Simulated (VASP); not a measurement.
PbS, 2 atoms in the cell. The structure is tetragonal, space group I4/mmm (No. 139). The conventional cell has a = 4.067 Å, b = 4.067 Å, c = 5.841 Å, α = 90.00°, β = 90.00°, γ = 90.00°. Pb (site symmetry 4/mmm) has 6 S at 2.88 to 2.92 Å within 3.8 Å. Within 3.8 Å of S (site symmetry 4/mmm) lie 6 Pb at 2.88 to 2.92 Å.  This cell differs from its parent crystal: strain -0.030 along x and y, -0.015 along z.

```yaml
Program: VASP 6.6.1
Task: single point
Functional: r2SCAN
Potentials_or_basis: VASP PAW PBE potentials, release 64 (Pb_d, S)
Cutoff: 520 eV
k_mesh: 8 × 8 × 8
Occupations: gaussian, width 0.05 eV
Spin: no spin polarisation
Dipole_correction: no
Further_INCAR_settings: ALGO = Normal; EDIFF = 1e-07; NBANDS = 17
```

Potentials or basis: VASP PAW PBE potentials, release 64 (Pb_d, S).

Launch:

```console
$ cat potpaw_PBE.64/Pb_d/POTCAR potpaw_PBE.64/S/POTCAR > POTCAR
$ cp INCAR.step1 INCAR
$ mpirun -np 1 vasp_std > vasp.out
$ cp INCAR.step2 INCAR
$ mpirun -np 1 vasp_std > vasp.out
```

Hardware: 1 thread of Intel(R) Xeon(R) 6975P-C (Granite Rapids), on a shared host.

**Question.** How long does it take, and how much memory?

**Answer.** It took 94 s on 1 thread of Intel(R) Xeon(R) 6975P-C (Granite Rapids) (shared host), peak memory 0.2 GiB. Counts: k points 59.
